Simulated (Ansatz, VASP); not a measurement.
## One calculation of Ti, two programs

```
Ti
1.0
    -1.44982    1.44982    2.27013
     1.44982   -1.44982    2.27013
     1.44982    1.44982   -2.27013
Ti
1
Direct
  0.00000 0.00000 0.00000
```

Alike in both runs: task single point; functional PBE; k mesh 22 × 22 × 22; occupations gaussian, width 0.15 eV; no spin polarisation.

|  | VASP | Ansatz |
| --- | --- | --- |
| version | VASP 6.6.1 | Ansatz 0.2.0 |
| potentials or method | VASP PAW PBE potentials, release 64 (Ti_sv), cutoff 520 eV | scalar-relativistic, plane waves, PAW |
| valence electrons in the cell | 12 | 12 |

VASP gave:

| Item | Value |
| --- | --- |
| gap on the k mesh at the Fermi level (eV) | none |
| pressure (GPa) | -8.7 |
| traceless stress, the component that is largest in VASP (GPa) | -2.17 |

What did Ansatz give for the same quantities?

gap on the k mesh at the Fermi level (eV): none; pressure (GPa): -8.6; traceless stress, the component that is largest in VASP (GPa): -2.18.

A gap of «none» marks a metal or a gap that the smearing closes. The functional is the same, so the differences come from potentials, cutoffs and numerics.
